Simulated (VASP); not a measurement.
Input of a VASP 6.6.1 run:

File POSCAR:

```
C
1.0
    3.8192111821      0.0000000001      0.0000000000
   -1.9096055911      3.3075339061      0.0000000000
    0.0000000000      0.0000000000      3.8207849760
C
3
Direct
    0.0001462233      0.0000000000      0.3333333333
    0.0000000000      0.0001462233      0.6666666667
    0.9998537767      0.9998537767      0.0000000000
```

The input INCAR.step1:

```
  PREC = Accurate
  ENCUT = 520
  ISMEAR = 0
  SIGMA = 0.1
  LREAL = False
  LASPH = True
  NELM = 100
  NBANDS = 13
  GGA = PE
  ALGO = Normal
  EDIFF = 1E-4
  LWAVE = True
  LCHARG = False
```

Contents of INCAR.step2:

```
  PREC = Accurate
  ENCUT = 520
  EDIFF = 1E-6
  ISMEAR = 0
  SIGMA = 0.1
  LREAL = False
  LASPH = True
  NELM = 100
  ALGO = Normal
  ISIF = 2
  LWAVE = False
  LCHARG = True
  METAGGA = R2SCAN
  LMIXTAU = True
  LELF = True
  LVHAR = True
  NBANDS = 13
  ISTART = 1
```

KPOINTS

```
Automatic mesh
0
Gamma
  6 6 6
```

Potentials or basis: VASP PAW PBE potentials, release 64 (C).

Command:

```bash
$ cat potpaw_PBE.64/C/POTCAR > POTCAR
$ cp INCAR.step1 INCAR
$ mpirun -np 1 vasp_std > vasp.out
$ cp INCAR.step2 INCAR
$ mpirun -np 1 vasp_std > vasp.out
```

Estimate the largest force.

0.005 eV/Å.

Predict the band gap on the k mesh.

zero (band 6 reaches 4.33 eV, above the bottom of band 7 at -3.71 eV).

Forces in eV/Å, atoms in the order of the input:
```
C   -0.005  0.000  0.000
C    0.003 -0.005  0.000
C    0.003  0.005  0.000
```

Caveat: the PAW data sets were made with another functional, which shifts forces and pressure a little.
